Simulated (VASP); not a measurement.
# CdTe (F-43m) in VASP: relaxation of cell and atoms with LDA

Aim: the relaxation of cell and atoms of CdTe with LDA.

Program: VASP 6.6.1. These are calculated values, not measurements. Logs are shortened: lines on timing, memory, paths and dates and some standing lists are left out, and cuts for length are marked.

**1. The cell of the first run**

It takes space group F-43m (No. 216, cubic). The conventional cell has a = 6.410 Å, b = 6.410 Å, c = 6.410 Å, α = 90.00°, β = 90.00°, γ = 90.00°. Within 3.7 Å of Cd (site symmetry -43m) lie 4 Te at 2.78 Å. Te (site symmetry -43m) has 4 Cd at 2.78 Å within 3.7 Å.

**2. Relaxation of cell and atoms, LDA, target pressure 15 GPa, at which the enthalpy is minimised**

INCAR

```
SYSTEM = CdTe
PREC = Accurate
ENCUT = 600
EDIFF = 1E-6
ISMEAR = 0
SIGMA = 0.01
LREAL = .FALSE.
LASPH = .TRUE.
NELM = 60
ALGO = Normal
ISIF = 3
LWAVE = .FALSE.
LCHARG = .FALSE.
GGA = CA
IBRION = 2
NSW = 100
EDIFFG = -0.002
PSTRESS = 150.0
```

KPOINTS

```
Automatic mesh
0
G
  6 6 6
  0 0 0
```

POSCAR

```
CdTe
1.0
    3.2050000000      3.2050000000      0.0000000000
   -3.2050000000      3.2050000000      0.0000000000
    0.0000000000      3.2050000000      3.2050000000
Cd Te
1 1
Direct
    0.0000000000      0.0000000000      0.0000000000
    0.7500000000      0.2500000000      0.5000000000
```

Potentials or basis: VASP PAW LDA potentials, release 64 (Cd, Te).

Started as:

```bash
$ cat potpaw_LDA.64/Cd/POTCAR potpaw_LDA.64/Te/POTCAR > POTCAR
$ mpirun -np 1 vasp_std > vasp.out
```

OUTCAR:

```text
SYSTEM = CdTe
   PREC = Accurate
   ENCUT = 600
   EDIFF = 1E-6
   ISMEAR = 0
   LREAL = .FALSE.
   LASPH = .TRUE.
   NELM = 60
   ISIF = 3
   GGA = CA
   IBRION = 2
   NSW = 100
   EDIFFG = -0.002
   PSTRESS = 150.0

 ion  position               nearest neighbor table
   1  0.000  0.000  0.000-   2 2.78   2 2.78   2 2.78   2 2.78
   2  0.750  0.250  0.500-   1 2.78   1 2.78   1 2.78   1 2.78

  LATTYP: Found a face centered cubic cell.
 ALAT       =     6.4100000000

  Lattice vectors:

 A1 = (   0.0000000000,   3.2050000000,   3.2050000000)
 A2 = (   3.2050000000,   0.0000000000,   3.2050000000)
 A3 = (   3.2050000000,   3.2050000000,   0.0000000000)

Analysis of symmetry for initial positions (statically):
=====================================================================
 Subroutine PRICEL returns:
 Original cell was already a primitive cell.

 Routine SETGRP: Setting up the symmetry group for a
 face centered cubic supercell.

 Subroutine GETGRP returns: Found 24 space group operations
 (whereof 24 operations were pure point group operations)
 out of a pool of 48 trial point group operations.

The static configuration has the point symmetry T_d .

Analysis of symmetry for dynamics (positions and initial velocities):
=====================================================================
 Subroutine PRICEL returns:
 Original cell was already a primitive cell.

 Routine SETGRP: Setting up the symmetry group for a
 face centered cubic supercell.

 Subroutine GETGRP returns: Found 24 space group operations
 (whereof 24 operations were pure point group operations)
 out of a pool of 48 trial point group operations.

The dynamic configuration has the point symmetry T_d .

 Subroutine INISYM returns: Found 24 space group operations
 (whereof 24 operations are pure point group operations),
 and found     1 'primitive' translations

----------------------------------------------------------------------------------------

                                     Primitive cell

  volume of cell :      65.8437

  direct lattice vectors                    reciprocal lattice vectors
     3.205000000  3.205000000  0.000000000     0.156006240  0.156006240 -0.156006240
    -3.205000000  3.205000000  0.000000000    -0.156006240  0.156006240 -0.156006240
     0.000000000  3.205000000  3.205000000     0.000000000  0.000000000  0.312012480

  length of vectors
     4.532554467  4.532554467  4.532554467     0.270210734  0.270210734  0.312012480

  position of ions in fractional coordinates (direct lattice)
     0.000000000  0.000000000  0.000000000
     0.750000000  0.250000000  0.500000000

  ion indices of the primitive-cell ions
   primitive index   ion index
                 1           1
                 2           2

----------------------------------------------------------------------------------------

 KPOINTS: Automatic mesh

Automatic generation of k-mesh.
 Grid dimensions read from file:
 generate k-points for:    6    6    6

 Generating k-lattice:

  Cartesian coordinates                     Fractional coordinates (reciprocal lattice)
     0.026001040  0.026001040 -0.026001040     0.166666667  0.000000000  0.000000000
    -0.026001040  0.026001040 -0.026001040     0.000000000  0.166666667  0.000000000
     0.000000000  0.000000000  0.052002080     0.000000000  0.000000000  0.166666667

  Length of vectors
     0.045035122  0.045035122  0.052002080

  Shift w.r.t. Gamma in fractional coordinates (k-lattice)
     0.000000000  0.000000000  0.000000000

 Subroutine IBZKPT returns following result:
 ===========================================

 Found     16 irreducible k-points:

 Following reciprocal coordinates:
            Coordinates               Weight
  0.000000  0.000000  0.000000      1.000000
  0.166667  0.000000  0.000000      8.000000
  0.333333  0.000000  0.000000      8.000000
  0.500000  0.000000  0.000000      4.000000
  0.166667  0.166667  0.000000     12.000000
  0.333333  0.166667  0.000000     24.000000
[... 8 lines left out ...]
  0.500000  0.333333  0.166667     24.000000
  0.500000  0.500000  0.166667     12.000000
   k-points           NKPTS =     16   k-points in BZ     NKDIM =     16   number of bands    NBANDS=     13
   number of dos      NEDOS =    301   number of ions     NIONS =      2
   total plane-waves  NPLWV =  46656
   dimension x,y,z NGX =    36 NGY =   36 NGZ =   36
   dimension x,y,z NGXF=    72 NGYF=   72 NGZF=   72
   ions per type =               1   1
   NGX,Y,Z   is equivalent  to a cutoff of  13.20, 13.20, 13.20 a.u.
   NGXF,Y,Z  is equivalent  to a cutoff of  26.41, 26.41, 26.41 a.u.
 SYSTEM =  CdTe
   PREC   = accura    normal or accurate (medium, high low for compatibility)
   ISTART =      0    job   : 0-new  1-cont  2-samecut
   ICHARG =      2    charge: 1-file 2-atom 10-const
   ISPIN  =      1    spin polarized calculation?
   LNONCOLLINEAR =      F non collinear calculations
   LSORBIT =      F    spin-orbit coupling
   LASPH  =      T    aspherical Exc in radial PAW
   ENCUT  =  600.0 eV  44.10 Ry    6.64 a.u.   9.05  9.05  9.05*2*pi/ulx,y,z
   NELM   =     60;   NELMIN=  2; NELMDL= -5     # of ELM steps
   EDIFF  = 0.1E-05   stopping-criterion for ELM
   LREAL  =      F    real-space projection
   EDIFFG = -.2E-02   stopping-criterion for IOM
   NSW    =    100    number of steps for IOM
   IBRION =      2    ionic relax: 0-MD 1-quasi-New 2-CG
   NFREE  =      1    steps in history (QN), initial steepest desc. (CG)
   ISIF   =      3    stress and relaxation
   ISYM   =      2    0-nonsym 1-usesym 2-fastsym
   POTIM  = 0.5000    time-step for ionic-motion
   TEBEG  =    0.0;   TEEND  =   0.0 temperature during run
   PSTRESS=  150.0 pullay stress
   NELECT =      18.0000    total number of electrons
   NUPDOWN=      -1.0000    fix difference up-down
   EMIN   =  10.00;   EMAX   =-10.00  energy-range for DOS
   EFERMI =   0.00;   METHOD = LEGACY
   ISMEAR =     0;   SIGMA  =   0.01  broadening in eV -4-tet -1-fermi 0-gaus
   EFERMI_NEDOS =   21; number of points for ismear=-14 and -15
   IALGO  =     38    algorithm
   IMIX   =      4    mixing-type and parameters
     AMIX     =   0.40;   BMIX     =  1.00
     AMIX_MAG =   1.60;   BMIX_MAG =  1.00
  volume/ion in A,a.u.               =      32.92       222.17
  Fermi-wavevector in a.u.,A,eV,Ry     =   1.062497  2.007828 15.359610  1.128899
  Thomas-Fermi vector in A             =   2.197950
   LORBIT       =      0    0 simple, 1 ext, 2 COOP (PROOUT), +10 PAW based schemes
   GGA     = CA    functional components
   LHFCALC =     F    Hartree Fock is set to
   AEXX    =    0.0000 exact exchange contribution
   IVDW    =     0    specifies the selected vdW correction
   LEPSILON=     F    determine dielectric tensor
   LRPA    =     F    only Hartree local field effects (RPA)
 conjugate gradient relaxation of ions
 non-spin polarized calculation
 Gauss-broadening in eV      SIGMA  =   0.01
  energy-cutoff  :      600.00
  volume of cell :       65.84
 maximum number of plane-waves:      2215
   NGX = 19   NGY = 19   NGZ = 19

--------------------------------------- Ionic step        1  -------------------------------------------

 number of electron      17.9999995 magnetization

 Free energy of the ion-electron system (eV)
  ---------------------------------------------------
  ext. energy  EPLUGINS =         0.00000000
  ---------------------------------------------------
  free energy    TOTEN  =        -6.04396917 eV

  energy without entropy =       -6.04396917  energy(sigma->0) =       -6.04396917

------------------------ aborting loop because EDIFF is reached ----------------------------------------

  FORCE on cell =-STRESS in cart. coord.  units (eV):
  Direction    XX          YY          ZZ          XY          YZ          ZX
  --------------------------------------------------------------------------------------
  -------------------------------------------------------------------------------------
  Total        0.0920703      0.0920703      0.0920703      0.0000000      0.0000000     -0.0000000
  in kB        2.2403510      2.2403510      2.2403510      0.0000000      0.0000000     -0.0000000
  external PRESSURE =    -147.7596490 kB  Pullay stress =     150.0000000 kB
[... 23 lines left out ...]
  enthalpy is  TOTEN    =         0.1204870691 eV   P V=        6.1644562387

--------------------------------------- Ionic step        2  -------------------------------------------

 number of electron      18.0000002 magnetization

 E-fermi :   8.8069     XC(G=0): -11.3225

 val. band max:        8.7553030250   @ k =   0.0000   0.0000   0.0000
 cond. band min:       9.6315092973   @ k =   0.5000   0.5000   0.0000
 fundamental gap:      0.8762062723
 Fermi energy:         8.8069156262

 k-point     1 :       0.0000    0.0000    0.0000
  band No.  band energies     occupation
      1      -7.0174      2.00000
      2      -3.0356      2.00000
      3      -3.0356      2.00000
      4      -3.0356      2.00000
      5      -2.2018      2.00000
      6      -2.2018      2.00000
      7       8.7553      2.00000
      8       8.7553      2.00000
      9       8.7553      2.00000
     10      10.7953      0.00000
     11      12.3521      0.00000
     12      12.3521      0.00000
     13      12.3521      0.00000
[... 349 lines left out ...]
  enthalpy is  TOTEN    =        -0.5110757787 eV   P V=        5.0903468140

--------------------------------------- Ionic step        5  -------------------------------------------

 number of electron      18.0000003 magnetization

 Free energy of the ion-electron system (eV)
  ---------------------------------------------------
  ext. energy  EPLUGINS =         0.00000000
  ---------------------------------------------------
  free energy    TOTEN  =        -5.57945998 eV

  energy without entropy =       -5.57945998  energy(sigma->0) =       -5.57945998

 E-fermi :   4.7200     XC(G=0):  -9.9666

 val. band max:        4.6199548826   @ k =   0.0000   0.0000   0.0000
 cond. band min:       5.8935058168   @ k =   0.0000   0.0000   0.0000
 fundamental gap:      1.2735509342
 Fermi energy:         4.7199881216

 k-point     1 :       0.0000    0.0000    0.0000
  band No.  band energies     occupation
      1      -8.2346      2.00000
      2      -4.7963      2.00000
      3      -4.7963      2.00000
      4      -4.7963      2.00000
      5      -4.3225      2.00000
      6      -4.3225      2.00000
      7       4.6200      2.00000
      8       4.6200      2.00000
      9       4.6200      2.00000
     10       5.8935      0.00000
     11       8.8599      0.00000
     12       8.8599      0.00000
     13       8.8599      0.00000
[... 267 lines left out ...]
  FREE ENERGIE OF THE ION-ELECTRON SYSTEM (eV)
  ---------------------------------------------------
  free  energy   TOTEN  =        -5.5794599770 eV

  energy  without entropy=       -5.5794599770  energy(sigma->0) =       -5.57945998

  enthalpy is  TOTEN    =        -0.5114052580 eV   P V=        5.0680547190

 reached required accuracy - stopping structural energy minimisation
```

Wall time 22 s (1 thread of Intel Xeon 6975P-C (Granite Rapids), shared host); peak memory 0.19 GiB.

What came out:

```yaml
Free_energy: -5.5795 eV
Relaxed_volume: 27.07 Å³/atom
Relaxed_cell: a = 4.246 Å, b = 4.246 Å, c = 4.246 Å, α = 60.00°, β = 60.00°, γ = 90.00°
Space_group_after_relaxing_to_0.1_Å: F-43m (No. 216)
Energy_change_on_relaxing_the_run_minimises_the_enthalpy: +232.3 meV/atom
Ionic_steps: 5
Pressure_after_relaxing: 15.0 GPa
Band_gap_on_the_k_mesh: 1.27 eV
```

The path:
```tsv
step	energy change (eV)	largest force (eV/Å)	pressure (GPa)	volume (Å³)
1	0.0000	0.0000	0.22	65.84
2	3.4772	0.0000	69.90	40.94
3	0.3940	0.0000	13.46	54.93
4	0.4425	0.0000	14.53	54.37
5	0.4645	0.0000	14.99	54.13
```

Final structure:
```
Cd Te
1.0
     3.00246    3.00246    0.00000
    -3.00246    3.00246    0.00000
     0.00000    3.00246    3.00246
Cd Te
1 1
Direct
  0.00000 0.00000 0.00000
  0.75000 0.25000 0.50000
```

Caveat: the cell is relaxed towards a set pressure, so the run minimises the enthalpy, not the energy; the volume moved by over 15 % at a fixed basis, so the end points are rough; spin-orbit coupling is left out, which moves the levels of the heavy elements. LDA usually gives volumes a few per cent too small.
